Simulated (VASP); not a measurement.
Here is a VASP 6.6.1 calculation.

INCAR

```
SYSTEM = MgO
  PREC = Accurate
  ENCUT = 520
  EDIFF = 1E-6
  ISMEAR = 0
  SIGMA = 0.05
  LREAL = .False.
  LASPH = .True.
  NELM = 100
  ALGO = Normal
  ISIF = 2
  LWAVE = .False.
  LCHARG = .True.
  GGA = PE
  LELF = .True.
  LVHAR = .True.
  NBANDS = 16
```

Contents of KPOINTS:

```
Automatic mesh
0
Gamma
  6 6 6
  0 0 0
```

File POSCAR:

```
MgO
1.0
    3.4863778627      0.0000000000      0.0000000000
   -1.7431889314      3.0192917963      0.0000000000
    0.0000000000      0.0000000000      4.1780412200
Mg O
2 2
Direct
    0.6666666667      0.3333333333      0.7500000000
    0.3333333333      0.6666666667      0.2500000000
    0.6021297723      0.3333333333      0.1422940258
    0.3333333333      0.6666666667      0.7500000000
```

Potentials or basis: VASP PAW PBE potentials, release 64 (Mg, O).

Command:

```console
$ cat potpaw_PBE.64/Mg/POTCAR potpaw_PBE.64/O/POTCAR > POTCAR
$ mpirun -np 1 vasp_std > vasp.out
```

Question: What does it give for the pressure?

Answer: 18.7 GPa.

Question: What does it give for the largest force?

Answer: 9.140 eV/Å.

Question: What does it give for the band gap on the k mesh?

Answer: 3.15 eV, indirect (least direct gap 3.24 eV).

Forces in eV/Å, atoms in the order of the input:
```
Mg   0.482 -0.009 -5.419
Mg  -1.329  0.590 -0.762
O    1.417 -0.697  9.003
O   -0.569  0.116 -2.822
```

Caveat: the cell differs from its parent crystal (atom 3 (O) moved by (-0.225, -0.450) A along x and z); forces of over 1 eV/Å act on the atoms, so gaps and moduli don't describe the material at rest. A k mesh can miss the band edges.
